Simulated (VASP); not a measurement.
Set up this calculation in VASP 6.6.1, as the native input.

```
Task                   : single point
Functional             : PBE
Potentials or basis    : VASP PAW PBE potentials, release 64 (Ca_sv)
Cutoff                 : 520 eV
k mesh                 : 12 × 12 × 11
Occupations            : fermi-dirac, width 0.08 eV
Spin                   : no spin polarisation
Dipole correction      : no
Further INCAR settings : ALGO = Normal; EDIFF = 1e-06; NBANDS = 11
```

The structure of Ca lies in POSCAR:

```
Ca
1.0
    3.6653524440      0.0000000000      0.0000000000
   -1.8326762220      3.1742883303      0.0000000000
    0.0000000000      0.0000000000      3.3986323068
Ca
1
Direct
    0.0000000000      0.0000000000      0.0000000000
```

This isn't the form of Ca at room conditions, which is fcc.

These files were run (other wordings do the same):

INCAR

```
  ALGO = Normal
  EDIFF = 1E-6
  ENCUT = 520
  GGA = PE
  ISIF = 2
  ISMEAR = -1
  LASPH = T
  LCHARG = T
  LELF = T
  LREAL = F
  LVHAR = T
  LWAVE = F
  NBANDS = 11
  NELM = 80
  PREC = Accurate
  SIGMA = 0.08
```

KPOINTS

```
k-points
0
Gamma
  12 12 11
```

Potentials or basis: VASP PAW PBE potentials, release 64 (Ca_sv).

Run with:

```console
$ cat potpaw_PBE.64/Ca_sv/POTCAR > POTCAR
$ mpirun -np 1 vasp_std > vasp.out
```

It gave:

The pressure is 1.2 GPa and the band gap on the k mesh is zero (bands 5 and 6 overlap by 0.85 eV).

Wall time 42 s on 1 thread of Intel Xeon 8259CL, on a shared host, peak memory 0.19 GiB.
